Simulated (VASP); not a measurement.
The system is LiCl.

```
CELL_PARAMETERS angstrom
3.27112 0.06362 0.00000
0.06362 3.27112 0.00000
0.00000 0.00000 3.27112
ATOMIC_POSITIONS crystal
Li 0.00000 0.00000 0.00000
Cl 0.50000 0.50000 0.50000
```

This cell differs from its parent crystal: shear xy strain +3.9%.

Program: VASP 6.6.1. Alike in all runs: task single point; potentials or basis VASP PAW PBE potentials, release 64 (Li_sv, Cl); no spin polarisation; cell as given; cutoff (eV) 520. Hardware: 1 thread of Intel(R) Xeon(R) Platinum 8259CL CPU @ 2.50GHz (Skylake/Cascade Lake), on a shared host.

Problem. Order these runs on this cell by their wall time, lowest first.
A. level r2SCAN; k mesh 8 × 8 × 8; smearing gaussian 0.01 eV
B. level HSE06; k mesh 6 × 6 × 6; smearing gaussian 0.01 eV; grid for exact exchange (PRECFOCK) Normal; screening parameter 0.2079 1/Å
C. level PBE; k mesh 8 × 8 × 8; smearing fermi-dirac 0.02 eV

Solution. C (16 s), A (66 s), B (2000 s).
